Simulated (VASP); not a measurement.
# Si in VASP: notebook

Si is run at these levels: PBE; tasks: G0W0 quasiparticle levels.

Everything below comes from runs of VASP 6.6.1. Logs are shortened: lines on timing, memory, paths and dates and some standing lists are left out, and cuts for length are marked.

## (1) The cell of the first run

It takes space group Fd-3m (No. 227, cubic). Conventional cell: a = 5.444 Å, b = 5.444 Å, c = 5.444 Å, α = 90.00°, β = 90.00°, γ = 90.00°. Within 3.1 Å of Si (site symmetry -43m) lie 4 Si at 2.36 Å.

## (2) G0W0 quasiparticle levels, PBE

POSCAR

```
Si
1.0
    0.0000000000      2.7221188956      2.7221188956
    2.7221188956      0.0000000000      2.7221188956
    2.7221188956      2.7221188956      0.0000000000
Si
2
Direct
    0.0000000000      0.0000000000      0.0000000000
    0.2500000000      0.2500000000      0.2500000000
```

INCAR.step1

```
PREC     = Accurate       # precision mode
ENCUT    = 500            # plane-wave cutoff, eV
EDIFF    = 1E-8           # SCF threshold, eV
ISMEAR   = 0              # smearing method
SIGMA    = 0.01           # smearing width, eV
LREAL    = F              # projectors in reciprocal space
LASPH    = T              # aspherical terms in the spheres
NELM     = 60             # most SCF steps
ALGO     = Normal         # electronic algorithm
LWAVE    = T              # write WAVECAR
LCHARG   = F              # write CHGCAR
GGA      = PE             # functional
```

INCAR.step2

```
PREC     = Accurate       # precision mode
ENCUT    = 500            # plane-wave cutoff, eV
EDIFF    = 1E-8           # SCF threshold, eV
ISMEAR   = 0              # smearing method
SIGMA    = 0.01           # smearing width, eV
LREAL    = F              # projectors in reciprocal space
LASPH    = T              # aspherical terms in the spheres
NELM     = 1              # most SCF steps
ALGO     = Exact          # electronic algorithm
LWAVE    = T              # write WAVECAR
LCHARG   = F              # write CHGCAR
GGA      = PE             # functional
NBANDS   = 172            # bands
LOPTICS  = T              # frequency-dependent dielectric function
ISTART   = 1
```

INCAR.step3

```
PREC     = Accurate       # precision mode
ENCUT    = 500            # plane-wave cutoff, eV
EDIFF    = 1E-8           # SCF threshold, eV
ISMEAR   = 0              # smearing method
SIGMA    = 0.01           # smearing width, eV
LREAL    = F              # projectors in reciprocal space
LASPH    = T              # aspherical terms in the spheres
ALGO     = EVGW0          # electronic algorithm
LWAVE    = F              # write WAVECAR
LCHARG   = F              # write CHGCAR
GGA      = PE             # functional
NELMGW   = 1            
NBANDS   = 172            # bands
ENCUTGW  = 150.0          # cutoff of the response function
NOMEGA   = 96             # frequency points
PRECFOCK = Fast         
ISTART   = 1            
NBANDSGW = 12           
OMEGAMAX = 20
```

KPOINTS

```
regular mesh
0
Gamma
  4 4 4
```

Potentials or basis: VASP PAW PBE potentials, release 64 (Si_GW).

Run with:

```sh
$ cat potpaw_PBE.64/Si_GW/POTCAR > POTCAR
$ cp INCAR.step1 INCAR
$ mpirun -np 1 vasp_std > vasp.out
$ cp INCAR.step2 INCAR
$ mpirun -np 1 vasp_std > vasp.out
$ cp INCAR.step3 INCAR
$ mpirun -np 1 vasp_std > vasp.out
```

OUTCAR:

```text
PREC = Accurate
   ENCUT = 500
   EDIFF = 1E-8
   ISMEAR = 0
   LREAL = F
   LASPH = T
   GGA = PE
   NELMGW = 1
   ENCUTGW = 150.0
   PRECFOCK = Fast
   ISTART = 1

 ion  position               nearest neighbor table
   1  0.000  0.000  0.000-   2 2.36   2 2.36   2 2.36   2 2.36
   2  0.250  0.250  0.250-   1 2.36   1 2.36   1 2.36   1 2.36

  LATTYP: Found a face centered cubic cell.
 ALAT       =     5.4442377912

  Lattice vectors:

 A1 = (   0.0000000000,   2.7221188956,   2.7221188956)
 A2 = (   2.7221188956,   0.0000000000,   2.7221188956)
 A3 = (   2.7221188956,   2.7221188956,   0.0000000000)

Analysis of symmetry for initial positions (statically):
=====================================================================
 Subroutine PRICEL returns:
 Original cell was already a primitive cell.

 Routine SETGRP: Setting up the symmetry group for a
 face centered cubic supercell.

 Subroutine GETGRP returns: Found 48 space group operations
 (whereof 24 operations were pure point group operations)
 out of a pool of 48 trial point group operations.

The static configuration has the point symmetry T_d .
 The point group associated with its full space group is O_h .

Analysis of symmetry for dynamics (positions and initial velocities):
=====================================================================
 Subroutine PRICEL returns:
 Original cell was already a primitive cell.

 Routine SETGRP: Setting up the symmetry group for a
 face centered cubic supercell.

 Subroutine GETGRP returns: Found 48 space group operations
 (whereof 24 operations were pure point group operations)
 out of a pool of 48 trial point group operations.

The dynamic configuration has the point symmetry T_d .
 The point group associated with its full space group is O_h .

 Subroutine INISYM returns: Found 48 space group operations
 (whereof 24 operations are pure point group operations),
[... 72 lines left out ...]
   ICHARG =      0    charge: 1-file 2-atom 10-const
   ISPIN  =      1    spin polarized calculation?
   LNONCOLLINEAR =      F non collinear calculations
   LSORBIT =      F    spin-orbit coupling
   LASPH  =      T    aspherical Exc in radial PAW
   ENCUT  =  500.0 eV  36.75 Ry    6.06 a.u.   7.02  7.02  7.02*2*pi/ulx,y,z
   NELM   =     60;   NELMIN=  2; NELMDL=  0     # of ELM steps
   EDIFF  = 0.1E-07   stopping-criterion for ELM
   LREAL  =      F    real-space projection
   EDIFFG = 0.1E-06   stopping-criterion for IOM
   NSW    =      0    number of steps for IOM
   IBRION =     -1    ionic relax: 0-MD 1-quasi-New 2-CG
   NFREE  =      0    steps in history (QN), initial steepest desc. (CG)
   ISIF   =      0    stress and relaxation
   ISYM   =      3    0-nonsym 1-usesym 2-fastsym
   POTIM  = 0.5000    time-step for ionic-motion
   TEBEG  =    0.0;   TEEND  =   0.0 temperature during run
   PSTRESS=    0.0 pullay stress
   NELECT =       8.0000    total number of electrons
   NUPDOWN=      -1.0000    fix difference up-down
   EMIN   =  10.00;   EMAX   =-10.00  energy-range for DOS
   EFERMI =   0.00;   METHOD = LEGACY
   ISMEAR =     0;   SIGMA  =   0.01  broadening in eV -4-tet -1-fermi 0-gaus
   EFERMI_NEDOS =   21; number of points for ismear=-14 and -15
   IALGO  =     38    algorithm
   IMIX   =      4    mixing-type and parameters
     AMIX     =   0.40;   BMIX     =  1.00
     AMIX_MAG =   1.60;   BMIX_MAG =  1.00
  volume/ion in A,a.u.               =      20.17       136.12
  Fermi-wavevector in a.u.,A,eV,Ry     =   0.954672  1.804069 12.400344  0.911400
  Thomas-Fermi vector in A             =   2.083440
   LORBIT       =      0    0 simple, 1 ext, 2 COOP (PROOUT), +10 PAW based schemes
   GGA     = PE    functional components
   LHFCALC =     T    Hartree Fock is set to
   PRECFOCK=fast      Normal, Fast or Accurate (Low or Medium for compatibility)
   ENCUT4O =  -1.0   cutoff for four orbital integrals eV
   NKREDX  =     1    reduce k-point grid by
   NKREDY  =     1    reduce k-point grid by
   NKREDZ  =     1    reduce k-point grid by
   AEXX    =    1.0000 exact exchange contribution
   HFSCREEN=    0.0000 screening length (either q_TF or 0.3 A-1)
   HFSCREENC=   0.0000 screening length for correlation (either q_TF or 0.3 A-1)
   ENCUTFOCK=  -1.0 apply spherical cutoff to Coloumb kernel
   IVDW    =     0    specifies the selected vdW correction
   LEPSILON=     F    determine dielectric tensor
   LRPA    =     F    only Hartree local field effects (RPA)
   LRPAFORCE           =     F    calculate RPA forces
   ENCUTGW             = 150.0    cutoff for response function in eV
   ENCUTGWSOFT         = 120.0    soft cutoff for Coulomb kernel in GW response function in eV
   ENCUTLF             =  -1.0    cutoff for local field effects
   NELMGW              =     1    number of iterations in solving QP/BSE equation
   NELMHF              =     1    number of iterations in the inner HF iteration
   NKREDLFX            =     1    NKREDLFY  =   1   NKREDLFZ  =   1
 non-spin polarized calculation
 Gauss-broadening in eV      SIGMA  =   0.01
  energy-cutoff  :      500.00
  volume of cell :       40.34
 maximum number of plane-waves:      1036
  NGX = 16; NGY = 16; NGZ = 16
   NGX = 13   NGY = 13   NGZ = 13
 maximum number of plane-waves:       176

 QP shifts <psi_nk| G(iteration)W_0 |psi_nk>: iteration 1
 for sc-GW calculations column KS-energies equals QP-energies in previous step
 and V_xc(KS)=  KS-energies - (<T + V_ion + V_H > + <T+V_H+V_ion>^1  + <V_x>^1)

 k-point   1 :       0.0000    0.0000    0.0000
  band No.  KS-energies  QP-energies   sigma(KS)   V_xc(KS)     V^pw_x(r,r')   Z            occupation Imag(sigma)

      1      -6.4855      -6.9392     -11.1040     -10.4400     -17.4657       0.6833       2.0000       1.1510
      2       5.4339       4.8933     -12.1102     -11.4007     -13.0141       0.7619       2.0000       0.0248
      3       5.4339       4.8933     -12.1102     -11.4007     -13.0141       0.7619       2.0000       0.0248
      4       5.4339       4.8933     -12.1102     -11.4007     -13.0141       0.7619       2.0000       0.0248
      5       7.9750       8.0747      -9.9516     -10.0839      -5.5639       0.7533       0.0000      -0.0693
      6       7.9750       8.0747      -9.9516     -10.0839      -5.5639       0.7533       0.0000      -0.0693
      7       7.9750       8.0747      -9.9516     -10.0839      -5.5639       0.7533       0.0000      -0.0693
      8       8.7111       8.9259     -10.7585     -11.0471      -5.8606       0.7442       0.0000      -0.0868
      9      13.1330      13.2830      -9.7877      -9.9885      -4.1855       0.7470       0.0000      -0.2161
     10      13.1330      13.2830      -9.7877      -9.9885      -4.1855       0.7470       0.0000      -0.2161
     11      13.3599      13.0970      -8.0473      -7.7047      -2.5874       0.7674       0.0000      -0.2807
     12      16.6356      16.3959      -8.6221      -8.3072      -2.2325       0.7614       0.0000      -0.5919
[... 100 lines left out ...]
      1      -2.2043      -2.6702     -11.6605     -10.9796     -16.0619       0.6842       2.0000       0.4670
      2      -2.2043      -2.6702     -11.6605     -10.9796     -16.0619       0.6842       2.0000       0.4670
      3       1.5999       1.0165     -10.8015     -10.0058     -12.9020       0.7332       2.0000       0.0891
      4       1.5999       1.0165     -10.8015     -10.0058     -12.9020       0.7332       2.0000       0.0891
      5       9.6948       9.6547      -9.6174      -9.5642      -4.8825       0.7544       0.0000      -0.1016
      6       9.6948       9.6547      -9.6174      -9.5642      -4.8825       0.7544       0.0000      -0.1016
      7      10.3947      10.5017      -9.9628     -10.1064      -4.6787       0.7450       0.0000      -0.1472
      8      10.3947      10.5017      -9.9628     -10.1064      -4.6787       0.7450       0.0000      -0.1472
      9      15.9580      16.0112     -10.6175     -10.6908      -3.8805       0.7262       0.0000      -0.5422
     10      15.9580      16.0112     -10.6175     -10.6908      -3.8805       0.7262       0.0000      -0.5422
     11      18.3977      18.4594     -10.3404     -10.4240      -3.3861       0.7381       0.0000      -0.7361
     12      18.3977      18.4594     -10.3404     -10.4240      -3.3861       0.7381       0.0000      -0.7361
```

Wall time 2.2 min (1 thread of Intel Xeon Platinum 8488C (Sapphire Rapids), shared host); peak memory 0.42 GiB.

Results:

| Quantity | Value |
| --- | --- |
| Quasiparticle gap | 1.21 eV |
| Least direct quasiparticle gap | 3.18 eV |
| Band gap of the starting levels on the mesh | 0.71 eV |
| Least direct gap of the starting levels on the mesh | 2.54 eV |

Caveat: the k points lie up to 0.50 Å⁻¹ apart; bands, screening cutoff and mesh are small and nothing is extrapolated, so the quasiparticle values aren't converged.

## (3) G0W0 quasiparticle levels, PBE

This run uses another cell than the first one, of 19.54 Å³/atom.

POSCAR

```
Si
1.0
    0.0520705001      2.7197470178      2.7197470178
    2.7197470178      0.0520705001      2.7197470178
    2.7197470178      2.7197470178      0.0520705001
Si
2
Direct
    0.0012620269      0.0012620269      0.0012620269
    0.2487379731      0.2487379731      0.2487379731
```

INCAR.step1

```
SYSTEM = Si
PREC = Accurate ; ENCUT = 500
EDIFF = 1E-8 ; ISMEAR = 0
SIGMA = 0.01 ; LREAL = .FALSE.
LASPH = .TRUE. ; NELM = 100
ALGO = Normal ; LWAVE = .TRUE.
LCHARG = .FALSE. ; GGA = PE
```

INCAR.step2

```
SYSTEM = Si
PREC = Accurate ; ENCUT = 500
EDIFF = 1E-8 ; ISMEAR = 0
SIGMA = 0.01 ; LREAL = .FALSE.
LASPH = .TRUE. ; NELM = 1
ALGO = Exact ; LWAVE = .TRUE.
LCHARG = .FALSE. ; GGA = PE
NBANDS = 167 ; LOPTICS = .TRUE.
ISTART = 1
```

INCAR.step3

```
SYSTEM = Si
PREC = Accurate ; ENCUT = 500
EDIFF = 1E-8 ; ISMEAR = 0
SIGMA = 0.01 ; LREAL = .FALSE.
LASPH = .TRUE. ; ALGO = EVGW0
LWAVE = .FALSE. ; LCHARG = .FALSE.
GGA = PE ; NELMGW = 1
NBANDS = 167 ; ENCUTGW = 150.0
NOMEGA = 96 ; PRECFOCK = Fast
ISTART = 1 ; NBANDSGW = 12
OMEGAMAX = 30
```

KPOINTS

```
regular mesh
0
G
  4 4 4
  0 0 0
```

Potentials or basis: VASP PAW PBE potentials, release 64 (Si_GW).

Run with:

```sh
$ cat potpaw_PBE.64/Si_GW/POTCAR > POTCAR
$ cp INCAR.step1 INCAR
$ mpirun -np 1 vasp_std > vasp.out
$ cp INCAR.step2 INCAR
$ mpirun -np 1 vasp_std > vasp.out
$ cp INCAR.step3 INCAR
$ mpirun -np 1 vasp_std > vasp.out
```

OUTCAR:

```text
SYSTEM = Si
   PREC = Accurate
   ENCUT = 500
   EDIFF = 1E-8
   ISMEAR = 0
   LREAL = .FALSE.
   LASPH = .TRUE.
   GGA = PE
   NELMGW = 1
   ENCUTGW = 150.0
   PRECFOCK = Fast
   ISTART = 1

 ion  position               nearest neighbor table
   1  0.001  0.001  0.001-   2 2.33   2 2.33   2 2.33   2 2.35
   2  0.249  0.249  0.249-   1 2.33   1 2.33   1 2.33   1 2.35

  LATTYP: Found a trigonal (rhomboedric) cell.
 ALAT       =     3.8466555628
 COS(alpha) =     0.5190502194

  Lattice vectors:

 A1 = (   0.0520705001,   2.7197470178,   2.7197470178)
 A2 = (   2.7197470178,   0.0520705001,   2.7197470178)
 A3 = (   2.7197470178,   2.7197470178,   0.0520705001)

Analysis of symmetry for initial positions (statically):
[... 156 lines left out ...]
   ENCUTGWSOFT         = 120.0    soft cutoff for Coulomb kernel in GW response function in eV
   ENCUTLF             =  -1.0    cutoff for local field effects
   NELMGW              =     1    number of iterations in solving QP/BSE equation
   NELMHF              =     1    number of iterations in the inner HF iteration
   NKREDLFX            =     1    NKREDLFY  =   1   NKREDLFZ  =   1
 non-spin polarized calculation
 Gauss-broadening in eV      SIGMA  =   0.01
  energy-cutoff  :      500.00
  volume of cell :       39.08
 maximum number of plane-waves:      1002
  NGX = 16; NGY = 16; NGZ = 16
   NGX = 13   NGY = 13   NGZ = 13
 maximum number of plane-waves:       169

 QP shifts <psi_nk| G(iteration)W_0 |psi_nk>: iteration 1
 for sc-GW calculations column KS-energies equals QP-energies in previous step
 and V_xc(KS)=  KS-energies - (<T + V_ion + V_H > + <T+V_H+V_ion>^1  + <V_x>^1)

 k-point   1 :       0.0000    0.0000    0.0000
  band No.  KS-energies  QP-energies   sigma(KS)   V_xc(KS)     V^pw_x(r,r')   Z            occupation Imag(sigma)

      1      -6.3931      -6.8883     -11.2319     -10.5040     -17.5988       0.6804       2.0000       1.2593
      2       5.5530       5.0147     -12.1210     -11.4129     -13.0603       0.7603       2.0000       0.0461
      3       5.8476       5.3118     -12.2241     -11.5201     -13.1343       0.7610       2.0000       0.0449
      4       5.8476       5.3118     -12.2241     -11.5201     -13.1343       0.7610       2.0000       0.0449
      5       7.9993       8.1117     -10.0261     -10.1743      -5.7079       0.7584       0.0000      -0.0978
      6       8.4146       8.5275     -10.0312     -10.1806      -5.6080       0.7554       0.0000      -0.1053
      7       8.4146       8.5275     -10.0312     -10.1806      -5.6080       0.7554       0.0000      -0.1053
      8       9.4790       9.7068     -10.7237     -11.0277      -5.7155       0.7495       0.0000      -0.1338
      9      13.4693      13.6468      -9.8568     -10.0941      -4.2522       0.7476       0.0000      -0.2605
     10      13.4693      13.6468      -9.8568     -10.0941      -4.2522       0.7476       0.0000      -0.2605
     11      13.8090      13.5715      -8.1541      -7.8462      -2.6512       0.7717       0.0000      -0.3304
     12      17.0471      16.8944      -8.6248      -8.4249      -2.2771       0.7642       0.0000      -0.6833
[... 180 lines left out ...]
      1      -4.1411      -4.6552     -11.6530     -10.9183     -17.0439       0.6997       2.0000       0.8895
      2      -1.4082      -1.9457     -10.9638     -10.1941     -14.8973       0.6984       2.0000       0.4289
      3       4.6933       4.1294     -11.9994     -11.2491     -13.3274       0.7516       2.0000       0.0582
      4       4.6933       4.1294     -11.9994     -11.2491     -13.3274       0.7516       2.0000       0.0582
      5       7.6630       7.7532     -10.1019     -10.2198      -5.7635       0.7649       0.0000      -0.0924
      6       9.1930       9.2984      -9.6626      -9.8016      -5.0081       0.7587       0.0000      -0.1221
      7       9.1930       9.2984      -9.6626      -9.8016      -5.0081       0.7587       0.0000      -0.1221
      8      13.7097      13.4838      -8.1626      -7.8646      -2.4006       0.7579       0.0000      -0.3489
      9      16.2085      16.2728     -10.1435     -10.2304      -3.6716       0.7387       0.0000      -0.5813
     10      16.2085      16.2728     -10.1435     -10.2304      -3.6716       0.7387       0.0000      -0.5813
     11      17.0614      17.1174     -10.0959     -10.1718      -3.4122       0.7387       0.0000      -0.6728
     12      17.0614      17.1174     -10.0959     -10.1718      -3.4122       0.7387       0.0000      -0.6728
```

OUTCAR.step2:

```text
SYSTEM = Si
   PREC = Accurate
   ENCUT = 500
   EDIFF = 1E-8
[... 792 lines left out ...]
  --------------------------------------------------------------------------------------------------------------
     0.00000    24.13073    24.13073    24.13073     0.07357     0.07357     0.07357
     1.83724    35.57612    35.57612    35.57612     0.42025     0.42025     0.42025
     3.67448    -0.92285    -0.92285    -0.92285    -2.63844    -2.63844    -2.63844
     5.51172   -14.50080   -14.50080   -14.50080     0.10745     0.10745     0.10745
     7.34896    -2.39971    -2.39971    -2.39971    -0.02186    -0.02186    -0.02186
     9.18620    -3.35297    -3.35297    -3.35297     0.04051     0.04051     0.04051
[... 92 lines left out ...]
   180.04944     0.98876     0.98876     0.98876     0.00006     0.00006     0.00006
   181.88668     0.98900     0.98900     0.98900     0.00006     0.00006     0.00006
```

Run time: 3.3 min. Hardware: 1 thread of Intel Xeon 8259CL, shared host; peak memory 0.45 GiB.

What came out:

```
Quasiparticle gap                                   : 0.90 eV
Least direct quasiparticle gap                      : 2.80 eV
Band gap of the starting levels on the mesh         : 0.40 eV
Least direct gap of the starting levels on the mesh : 2.15 eV
```

Caveat: the k points lie up to 0.51 Å⁻¹ apart; bands, screening cutoff and mesh are small and nothing is extrapolated, so the quasiparticle values aren't converged.
